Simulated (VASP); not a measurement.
## Mg: relaxation of cell and atoms with PBE

Crystal: Mg.

```
Mg
1.0
     3.17202    0.00000    0.00000
    -1.58601    2.74705    0.00000
     0.00000    0.00000    5.14120
Mg
2
Direct
  0.33333 0.66667 0.25000
  0.66667 0.33333 0.75000
```

| Property | Result |
| --- | --- |
| Program | VASP 6.6.1 |
| Task | relaxation of cell and atoms |
| Functional | PBE |
| Potentials or basis | VASP PAW PBE potentials, release 64 (Mg) |
| Cutoff | 600 eV |
| k mesh | 18 × 18 × 8 |
| Occupations | gaussian, width 0.1 eV |
| Spin | no spin polarisation |
| Dipole correction | no |
| Further INCAR settings | ALGO = Normal; EDIFF = 1e-07; IBRION = 2; EDIFFG = -0.005; NSW = 100; ISIF = 3 |

```yaml
Relaxed_volume: 22.85 Å³/atom
Relaxed_cell: a = 3.204 Å, b = 3.204 Å, c = 5.140 Å, α = 90.00°, β = 90.00°, γ = 120.00°
Space_group_after_relaxing_to_0.05_Å: P6_3/mmc (No. 194)
Energy_gained_by_relaxing: 1.3 meV/atom
Ionic_steps: 6
Pressure_after_relaxing: 0.0 GPa
Band_gap_on_the_k_mesh: zero (band 2 reaches 3.68 eV, above the bottom of band 3 at 1.53 eV)
```

Step by step:
```
step  energy change (eV)  largest force (eV/Å)  pressure (GPa)  volume (Å³)
   1              0.0000                0.0000            0.77        44.80
   2             -0.0023                0.0000            0.17        45.50
   3             -0.0025                0.0000           -0.05        45.77
   4             -0.0025                0.0000           -0.03        45.75
   5             -0.0026                0.0000           -0.02        45.73
   6             -0.0026                0.0000            0.00        45.70
```

Final structure:
```
Mg
1.0
     3.20439    0.00000    0.00000
    -1.60220    2.77508    0.00000
     0.00000    0.00000    5.13966
Mg
2
Direct
  0.33333 0.66667 0.25000
  0.66667 0.33333 0.75000
```

Levels at points of the mesh, in eV from the Fermi level:
```csv
k point,band 1,band 2,band 3,band 4,band 5,band 6
"(0.00, 0.00, 0.00)",-6.96,-1.64,-1.14,10.83,10.83,10.92
"(0.50, 0.00, 0.00)",-2.19,-2.19,2.68,3.04,3.37,3.74
"(0.00, 0.00, 0.50)",-5.54,-5.54,5.22,5.22,11.59,11.59
"(0.50, 0.00, 0.50)",-1.13,-1.13,-0.47,-0.47,7.97,7.97
```

Run time: 54 s on 1 thread of Intel(R) Xeon(R) 6975P-C (Granite Rapids) (shared host), peak memory 0.22 GiB.
